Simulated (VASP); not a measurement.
# TaSi2 (P3_1) in VASP: further runs

Runs on TaSi2. Level: PBEsol. Tasks: single point.

Program: VASP 6.6.1. These are calculated values, not measurements. Logs are shortened: lines on timing, memory, paths and dates and some standing lists are left out, and cuts for length are marked.

## (1) The cell of the first run

It takes space group P3_1 (No. 144, trigonal). The conventional cell has a = 4.761 Å, b = 4.761 Å, c = 6.556 Å, α = 90.00°, β = 90.00°, γ = 120.00°. Within 3.3 Å of Ta (site symmetry 1) lie 10 Si at 2.49 to 2.81 Å and 4 Ta at 3.23 Å. Si (site symmetry 1) has 5 Si at 2.37 to 2.83 Å and 5 Ta at 2.51 to 2.81 Å within 3.1 Å. Within 3.1 Å of Si (site symmetry 1) lie 5 Si at 2.37 to 2.83 Å and 5 Ta at 2.49 to 2.81 Å.

## (2) Single point, PBEsol (mode 24 (375.6 1/cm) frozen in, largest displacement +0.113 Å)

INCAR

```
  ALGO = Normal
  EDIFF = 1E-6
  ENCUT = 520
  GGA = PS
  ISIF = 2
  ISMEAR = 0
  LASPH = T
  LCHARG = F
  LREAL = F
  LWAVE = F
  NBANDS = 38
  NELM = 100
  PREC = Accurate
  SIGMA = 0.15
```

KPOINTS

```
k-points
0
Gamma
  12 12 6
```

POSCAR

```
TaSi2
1.0
    4.7609902391      0.0000000000      0.0000000000
   -2.3804951195      4.1231384942      0.0000000000
    0.0000000000      0.0000000000      6.5561430408
Ta Si
3 6
Direct
    0.4975304204      0.0000000000      0.0002366329
    0.5024695796      0.5024695796      0.6669032996
    0.0000000000      0.4975304204      0.3335699662
    0.1592827538      0.3185655077      0.0155353589
    0.8432585493      0.1618240570      0.6496067138
    0.6814344923      0.8407172462      0.3488686922
    0.8381759430      0.6814344923     -0.0170599529
    0.1592827538      0.8407172462      0.6822020256
    0.3185655077      0.1567414507      0.3162733805
```

Potentials or basis: VASP PAW PBE potentials, release 64 (Ta_pv, Si).

The run is started by

```bash
> cat potpaw_PBE.64/Ta_pv/POTCAR potpaw_PBE.64/Si/POTCAR > POTCAR
> mpirun -np 1 vasp_std > vasp.out
```

OUTCAR:

```text
EDIFF = 1E-6
   ENCUT = 520
   GGA = PS
   ISIF = 2
   ISMEAR = 0
   LASPH = T
   LREAL = F
   NELM = 100
   PREC = Accurate

 ion  position               nearest neighbor table
   1  0.498  0.000  0.000-   9 2.49   8 2.51   6 2.69   5 2.71   4 2.71   7 2.72   7 2.72   4 2.73
                             4 2.81   7 2.81   2 3.23   2 3.23   3 3.23   3 3.23
   2  0.502  0.502  0.667-   7 2.49   6 2.51   4 2.69   9 2.71   8 2.71   5 2.72   5 2.72   8 2.73
                             8 2.81   5 2.81   1 3.23   1 3.23   3 3.23   3 3.23
   3  0.000  0.498  0.334-   5 2.49   4 2.51   8 2.69   7 2.71   6 2.71   9 2.72   9 2.72   6 2.73
                             6 2.81   9 2.81   1 3.23   1 3.23   2 3.23   2 3.23
   4  0.159  0.319  0.016-   9 2.37   3 2.51   7 2.64   2 2.69   1 2.71   5 2.73   1 2.73   7 2.81
                             1 2.81   7 2.83
   5  0.843  0.162  0.650-   6 2.37   3 2.49   8 2.64   1 2.71   2 2.72   2 2.72   4 2.73   8 2.81
                             2 2.81   8 2.83
   6  0.681  0.841  0.349-   5 2.37   2 2.51   9 2.64   1 2.69   3 2.71   7 2.73   3 2.73   9 2.81
                             3 2.81   9 2.83
   7  0.838  0.681  0.983-   8 2.37   2 2.49   4 2.64   3 2.71   1 2.72   1 2.72   6 2.73   4 2.81
                             1 2.81   4 2.83
   8  0.159  0.841  0.682-   7 2.37   1 2.51   5 2.64   3 2.69   2 2.71   9 2.73   2 2.73   5 2.81
                             2 2.81   5 2.83
   9  0.319  0.157  0.316-   4 2.37   1 2.49   6 2.64   2 2.71   3 2.72   3 2.72   8 2.73   6 2.81
                             3 2.81   6 2.83

  LATTYP: Found a hexagonal cell.
 ALAT       =     4.7609902391
 C/A-ratio  =     1.3770545016

  Lattice vectors:

 A1 = (   4.7609902391,   0.0000000000,   0.0000000000)
 A2 = (  -2.3804951195,   4.1231384942,   0.0000000000)
 A3 = (   0.0000000000,   0.0000000000,   6.5561430408)

Analysis of symmetry for initial positions (statically):
=====================================================================
 Subroutine PRICEL returns:
 Original cell was already a primitive cell.

 Routine SETGRP: Setting up the symmetry group for a
 hexagonal supercell.

 Subroutine GETGRP returns: Found  3 space group operations
 (whereof  1 operations were pure point group operations)
 out of a pool of 24 trial point group operations.

The static configuration has the point symmetry C_1 .
 The point group associated with its full space group is C_3 .

Analysis of symmetry for dynamics (positions and initial velocities):
=====================================================================
 Subroutine PRICEL returns:
 Original cell was already a primitive cell.

 Routine SETGRP: Setting up the symmetry group for a
 hexagonal supercell.

 Subroutine GETGRP returns: Found  3 space group operations
 (whereof  1 operations were pure point group operations)
 out of a pool of 24 trial point group operations.

The dynamic configuration has the point symmetry C_1 .
 The point group associated with its full space group is C_3 .

 Subroutine INISYM returns: Found  3 space group operations
 (whereof  1 operations are pure point group operations),
 and found     1 'primitive' translations

----------------------------------------------------------------------------------------

                                     Primitive cell

  volume of cell :     128.6985

  direct lattice vectors                    reciprocal lattice vectors
     4.760990239  0.000000000  0.000000000     0.210040338  0.121266846  0.000000000
    -2.380495119  4.123138494  0.000000000     0.000000000  0.242533692  0.000000000
     0.000000000  0.000000000  6.556143041     0.000000000  0.000000000  0.152528704

  length of vectors
     4.760990239  4.760990239  6.556143041     0.242533692  0.242533692  0.152528704

  position of ions in fractional coordinates (direct lattice)
     0.497530420  0.000000000  0.000236633
     0.502469580  0.502469580  0.666903300
     0.000000000  0.497530420  0.333569966
     0.159282754  0.318565508  0.015535359
     0.843258549  0.161824057  0.649606714
     0.681434492  0.840717246  0.348868692
     0.838175943  0.681434492  0.982940047
     0.159282754  0.840717246  0.682202026
     0.318565508  0.156741451  0.316273381

  ion indices of the primitive-cell ions
   primitive index   ion index
                 1           1
                 2           2
                 3           3
                 4           4
                 5           5
                 6           6
                 7           7
                 8           8
                 9           9

----------------------------------------------------------------------------------------

 KPOINTS: k-points

Automatic generation of k-mesh.
 Grid dimensions read from file:
 generate k-points for:   12   12    6

 Generating k-lattice:

  Cartesian coordinates                     Fractional coordinates (reciprocal lattice)
     0.017503362  0.010105570  0.000000000     0.083333333  0.000000000  0.000000000
     0.000000000  0.020211141  0.000000000     0.000000000  0.083333333  0.000000000
     0.000000000  0.000000000  0.025421451     0.000000000  0.000000000  0.166666667

  Length of vectors
     0.020211141  0.020211141  0.025421451

  Shift w.r.t. Gamma in fractional coordinates (k-lattice)
     0.000000000  0.000000000  0.000000000

 Subroutine IBZKPT returns following result:
 ===========================================

 Found    152 irreducible k-points:

 Following reciprocal coordinates:
            Coordinates               Weight
  0.000000  0.000000  0.000000      1.000000
  0.083333  0.000000  0.000000      6.000000
  0.166667 -0.000000  0.000000      6.000000
  0.250000 -0.000000  0.000000      6.000000
  0.333333 -0.000000  0.000000      6.000000
  0.416667  0.000000  0.000000      6.000000
[... 16 lines left out ...]
  0.250000  0.250000  0.000000      6.000000
  0.333333  0.250000  0.000000      6.000000
 [... further k-points ...]
   k-points           NKPTS =    152   k-points in BZ     NKDIM =    152   number of bands    NBANDS=     38
   number of dos      NEDOS =    301   number of ions     NIONS =      9
   total plane-waves  NPLWV =  64800
   dimension x,y,z NGX =    36 NGY =   36 NGZ =   50
   dimension x,y,z NGXF=    72 NGYF=   72 NGZF=  100
[... 13 lines left out ...]
   EDIFF  = 0.1E-05   stopping-criterion for ELM
   LREAL  =      F    real-space projection
   EDIFFG = 0.1E-04   stopping-criterion for IOM
   NSW    =      0    number of steps for IOM
   IBRION =     -1    ionic relax: 0-MD 1-quasi-New 2-CG
   NFREE  =      0    steps in history (QN), initial steepest desc. (CG)
   ISIF   =      2    stress and relaxation
   ISYM   =      2    0-nonsym 1-usesym 2-fastsym
   POTIM  = 0.5000    time-step for ionic-motion
   TEBEG  =    0.0;   TEEND  =   0.0 temperature during run
   PSTRESS=    0.0 pullay stress
   NELECT =      57.0000    total number of electrons
   NUPDOWN=      -1.0000    fix difference up-down
   EMIN   =  10.00;   EMAX   =-10.00  energy-range for DOS
   EFERMI =   0.00;   METHOD = LEGACY
   ISMEAR =     0;   SIGMA  =   0.15  broadening in eV -4-tet -1-fermi 0-gaus
   EFERMI_NEDOS =   21; number of points for ismear=-14 and -15
   IALGO  =     38    algorithm
   IMIX   =      4    mixing-type and parameters
     AMIX     =   0.40;   BMIX     =  1.00
     AMIX_MAG =   1.60;   BMIX_MAG =  1.00
  volume/ion in A,a.u.               =      14.30        96.50
  Fermi-wavevector in a.u.,A,eV,Ry     =   1.247887  2.358164 21.187289  1.557222
  Thomas-Fermi vector in A             =   2.381999
   LORBIT       =      0    0 simple, 1 ext, 2 COOP (PROOUT), +10 PAW based schemes
   GGA     = PS    functional components
   LHFCALC =     F    Hartree Fock is set to
   AEXX    =    0.0000 exact exchange contribution
   IVDW    =     0    specifies the selected vdW correction
   LEPSILON=     F    determine dielectric tensor
   LRPA    =     F    only Hartree local field effects (RPA)
 non-spin polarized calculation
 Gauss-broadening in eV      SIGMA  =   0.15
  energy-cutoff  :      520.00
  volume of cell :      128.70
 maximum number of plane-waves:      3501
   NGX = 17   NGY = 17   NGZ = 25

 number of electron      57.0000000 magnetization

 Free energy of the ion-electron system (eV)
  ---------------------------------------------------
  ext. energy  EPLUGINS =         0.00000000
  ---------------------------------------------------
  free energy    TOTEN  =       -76.82142990 eV

  energy without entropy =      -76.78153376  energy(sigma->0) =      -76.80148183

 E-fermi :   9.4124     XC(G=0): -12.1973

 val. band max:        9.4085640149   @ k =  -0.3333   0.4167  -0.1667
 cond. band min:       9.4154250870   @ k =   0.3333   0.1667   0.5000
 fundamental gap:      0.0068610720
 Fermi energy:         9.4123777192

 k-point     1 :       0.0000    0.0000    0.0000
  band No.  band energies     occupation
      1     -24.9080      2.00000
      2     -24.9080      2.00000
      3     -24.8942      2.00000
      4     -24.8311      2.00000
      5     -24.8311      2.00000
      6     -24.7357      2.00000
[... 30 lines left out ...]
     37      13.2145      0.00000
     38      13.4967      0.00000

 k-point     2 :       0.0833    0.0000    0.0000
  band No.  band energies     occupation
      1     -24.9183      2.00000
      2     -24.9093      2.00000
      3     -24.8845      2.00000
      4     -24.8319      2.00000
      5     -24.8304      2.00000
      6     -24.7372      2.00000
[... 30 lines left out ...]
     37      13.2419      0.00000
     38      13.3139      0.00000

 k-point     3 :       0.1667   -0.0000    0.0000
  band No.  band energies     occupation
      1     -24.9322      2.00000
      2     -24.9128      2.00000
      3     -24.8727      2.00000
      4     -24.8342      2.00000
      5     -24.8281      2.00000
      6     -24.7394      2.00000
[... 30 lines left out ...]
     37      13.0707      0.00000
     38      13.4095      0.00000

 k-point     4 :       0.2500   -0.0000    0.0000
  band No.  band energies     occupation
      1     -24.9442      2.00000
      2     -24.9174      2.00000
      3     -24.8646      2.00000
      4     -24.8373      2.00000
      5     -24.8240      2.00000
      6     -24.7405      2.00000
[... 30 lines left out ...]
     37      13.1518      0.00000
     38      13.4700      0.00000
[... 703 lines left out ...]
      4     -24.8297      2.00000
      5     -24.8063      2.00000
      6     -24.7592      2.00000
[... 30 lines left out ...]
     37      12.9233      0.00000
     38      13.3583      0.00000

 k-point    23 :       0.2500    0.2500    0.0000
  band No.  band energies     occupation
      1     -24.9606      2.00000
      2     -24.9161      2.00000
      3     -24.8847      2.00000
      4     -24.8273      2.00000
      5     -24.8067      2.00000
      6     -24.7602      2.00000
[... 30 lines left out ...]
     37      12.4298      0.00000
     38      13.1307      0.00000

 k-point    24 :       0.3333    0.2500    0.0000
  band No.  band energies     occupation
      1     -24.9628      2.00000
      2     -24.9129      2.00000
      3     -24.8920      2.00000
      4     -24.8275      2.00000
      5     -24.7974      2.00000
      6     -24.7697      2.00000
[... 30 lines left out ...]
     37      12.3010      0.00000
     38      13.2498      0.00000

 [... further k-points ...]

------------------------ aborting loop because EDIFF is reached ----------------------------------------

  FORCE on cell =-STRESS in cart. coord.  units (eV):
  Direction    XX          YY          ZZ          XY          YZ          ZX
  --------------------------------------------------------------------------------------
  -------------------------------------------------------------------------------------
  Total        0.7446502      0.7446502      4.1626429     -0.0000000     -0.0000000      0.0000000
  in kB        9.2702031      9.2702031     51.8210377     -0.0000002     -0.0000000      0.0000000
  external PRESSURE =      23.4538147 kB  Pullay stress =       0.0000000 kB

 VOLUME and BASIS-vectors are now :
 -----------------------------------------------------------------------------
  energy-cutoff  :      520.00
  volume of cell :      128.70
      direct lattice vectors                 reciprocal lattice vectors
     4.760990239  0.000000000  0.000000000     0.210040338  0.121266846  0.000000000
    -2.380495119  4.123138494  0.000000000     0.000000000  0.242533692  0.000000000
     0.000000000  0.000000000  6.556143041     0.000000000  0.000000000  0.152528704

 POSITION                                       TOTAL-FORCE (eV/Angst)
 -----------------------------------------------------------------------------------
      2.36874      0.00000      0.00155         1.121643     -0.023235     -0.156148
      1.19613      2.07175      4.37231        -0.580944     -0.959754     -0.156148
     -1.18437      2.05139      2.18693        -0.540700      0.982989     -0.156148
     -0.00000      1.31349      0.10185        -0.050162      0.082584     -1.593858
      3.62952      0.66722      4.25891        -0.111715     -0.085550      1.750006
      1.24298      3.46639      2.28723        -0.046439     -0.084734     -1.593858
      2.36840      2.80965      6.44430         0.129946     -0.053973      1.750006
     -1.24298      3.46639      4.47261         0.096601      0.002149     -1.593858
      1.14357      0.64627      2.07353        -0.018231      0.139523      1.750006
 -----------------------------------------------------------------------------------
    total drift:                                0.000000      0.000001      0.000009

  FREE ENERGIE OF THE ION-ELECTRON SYSTEM (eV)
  ---------------------------------------------------
  free  energy   TOTEN  =       -76.8214299042 eV

  energy  without entropy=      -76.7815337585  energy(sigma->0) =      -76.80148183
```

Wall time 6 min (1 thread of Intel Xeon 6975P-C (Granite Rapids), shared host); peak memory 0.65 GiB.

What came out:

| Property | Result |
| --- | --- |
| Free energy | -76.8214 eV |
| Pressure | 2.3 GPa |
| Largest force | 1.756 eV/Å |

Forces on the atoms (eV/Å):
```
Ta   1.122 -0.023 -0.156
Ta  -0.581 -0.960 -0.156
Ta  -0.541  0.983 -0.156
Si  -0.050  0.083 -1.594
Si  -0.112 -0.086  1.750
Si  -0.046 -0.085 -1.594
Si   0.130 -0.054  1.750
Si   0.097  0.002 -1.594
Si  -0.018  0.140  1.750
```

Stress tensor (GPa, compression positive):
```
0.93 0.00 0.00
0.00 0.93 0.00
0.00 0.00 5.18
```

Caveat: the cell differs from its parent crystal (mode 24 (375.6 1/cm) frozen in, largest displacement +0.113 Å); the PAW data sets were made with another functional, which shifts forces and pressure a little; spin-orbit coupling is left out, which moves the levels of the heavy elements.

## (3) Single point, PBEsol (mode 24 (375.6 1/cm) frozen in, largest displacement +0.037 Å)

INCAR

```
PREC = Accurate
ENCUT = 520
EDIFF = 1E-6
ISMEAR = 0
SIGMA = 0.15
LREAL = False
LASPH = True
NELM = 60
ALGO = Normal
ISIF = 2
LWAVE = False
LCHARG = False
GGA = PS
NBANDS = 38
```

KPOINTS

```
regular mesh
0
Gamma
  12 12 6
```

POSCAR

```
TaSi2
1.0
    4.7609902391      0.0000000000      0.0000000000
   -2.3804951195      4.1231384942      0.0000000000
    0.0000000000      0.0000000000      6.5561430408
Ta Si
3 6
Direct
    0.4991768068      0.0000000000      0.0000788776
    0.5008231932      0.5008231932      0.6667455443
    0.0000000000      0.4991768068      0.3334122110
    0.1592827538      0.3185655077      0.0051784530
    0.8415643472      0.1601298549      0.6609800157
    0.6814344923      0.8407172462      0.3385117863
    0.8398701451      0.6814344923     -0.0056866510
    0.1592827538      0.8407172462      0.6718451196
    0.3185655077      0.1584356528      0.3276466824
```

Potentials or basis: VASP PAW PBE potentials, release 64 (Ta_pv, Si).

The run is started by

```bash
> cat potpaw_PBE.64/Ta_pv/POTCAR potpaw_PBE.64/Si/POTCAR > POTCAR
> mpirun -np 1 vasp_std > vasp.out
```

It took 4.9 min on 1 thread of Intel Xeon 6975P-C (Granite Rapids), shared host; peak memory 0.65 GiB.

Results (log left out):

```
Free energy   : -77.3063 eV
Pressure      : 0.5 GPa
Largest force : 0.555 eV/Å
```

Forces on the atoms (eV/Å):
```
Ta   0.372 -0.003 -0.049
Ta  -0.188 -0.321 -0.049
Ta  -0.184  0.323 -0.049
Si  -0.002  0.012 -0.502
Si  -0.037 -0.045  0.552
Si  -0.010 -0.007 -0.502
Si   0.058 -0.009  0.552
Si   0.011 -0.005 -0.502
Si  -0.021  0.054  0.552
```

Stress tensor (GPa, compression positive):
```
0.34 0.00 0.00
0.00 0.34 0.00
0.00 0.00 0.96
```

Levels at points of the mesh, in eV from the Fermi level:
```csv
k point,band 26,band 27,band 28,band 29,band 30,band 31,band 32,band 33
"(0.00, 0.00, 0.00)",-2.41,-2.23,-2.23,-1.48,0.69,3.01,3.01,3.50
"(0.50, 0.00, 0.00)",-1.11,-0.78,-0.11,-0.04,0.85,1.23,1.61,1.96
"(0.00, 0.00, 0.50)",-1.98,-1.78,-1.78,1.11,1.11,2.65,2.65,3.45
"(0.50, 0.00, 0.50)",-2.03,-1.84,-0.70,-0.25,1.57,1.98,2.56,2.60
```

Caveat: the cell differs from its parent crystal (mode 24 (375.6 1/cm) frozen in, largest displacement +0.037 Å); the PAW data sets were made with another functional, which shifts forces and pressure a little; spin-orbit coupling is left out, which moves the levels of the heavy elements.

## (4) Single point, PBEsol (mode 24 (375.6 1/cm) frozen in, largest displacement +0.075 Å)

INCAR

```
SYSTEM = TaSi2
PREC = Accurate ; ENCUT = 520
EDIFF = 1E-6 ; ISMEAR = 0
SIGMA = 0.15 ; LREAL = .FALSE.
LASPH = .TRUE. ; NELM = 60
ALGO = Normal ; ISIF = 2
LWAVE = .FALSE. ; LCHARG = .TRUE.
GGA = PS ; LELF = .TRUE.
LVHAR = .TRUE. ; NBANDS = 38
```

KPOINTS

```
regular mesh
0
G
  12 12 6
  0 0 0
```

POSCAR

```
TaSi2
1.0
    4.7609902391      0.0000000000      0.0000000000
   -2.3804951195      4.1231384942      0.0000000000
    0.0000000000      0.0000000000      6.5561430408
Ta Si
3 6
Direct
    0.4983536136      0.0000000000      0.0001577553
    0.5016463864      0.5016463864      0.6668244219
    0.0000000000      0.4983536136      0.3334910886
    0.1592827538      0.3185655077      0.0103569059
    0.8424114483      0.1609769559      0.6552933648
    0.6814344923      0.8407172462      0.3436902393
    0.8390230441      0.6814344923     -0.0113733019
    0.1592827538      0.8407172462      0.6770235726
    0.3185655077      0.1575885517      0.3219600314
```

The run is started by

```bash
> cat potpaw_PBE.64/Ta_pv/POTCAR potpaw_PBE.64/Si/POTCAR > POTCAR
> mpirun -np 1 vasp_std > vasp.out
```

It took 15 min on 1 thread of Oxide Virtual Turin-like, shared host; peak memory 0.61 GiB.

The run converged. Its results:

| Property | Result |
| --- | --- |
| Free energy | -77.1274 eV |
| Pressure | 1.2 GPa |
| Largest force | 1.133 eV/Å |

Forces on the atoms (eV/Å):
```
Ta   0.745 -0.010 -0.101
Ta  -0.381 -0.640 -0.101
Ta  -0.363  0.650 -0.101
Si  -0.014  0.038 -1.027
Si  -0.074 -0.078  1.127
Si  -0.025 -0.031 -1.027
Si   0.105 -0.025  1.127
Si   0.040 -0.006 -1.027
Si  -0.031  0.103  1.127
```

Stress tensor (GPa, compression positive):
```
0.55 0.00 0.00
0.00 0.55 0.00
0.00 0.00 2.54
```

Levels at points of the mesh, in eV from the Fermi level:
```
           k point  band 27  band 28  band 29  band 30  band 31  band 32
(0.00, 0.00, 0.00)    -2.24    -2.24    -1.49     0.65     3.00     3.00
(0.50, 0.00, 0.00)    -0.78    -0.11    -0.08     0.81     1.26     1.58
(0.00, 0.00, 0.50)    -1.79    -1.79     1.12     1.12     2.54     2.54
(0.50, 0.00, 0.50)    -1.83    -0.70    -0.27     1.57     1.96     2.51
```

Caveat: the cell differs from its parent crystal (mode 24 (375.6 1/cm) frozen in, largest displacement +0.075 Å); the PAW data sets were made with another functional, which shifts forces and pressure a little; spin-orbit coupling is left out, which moves the levels of the heavy elements.
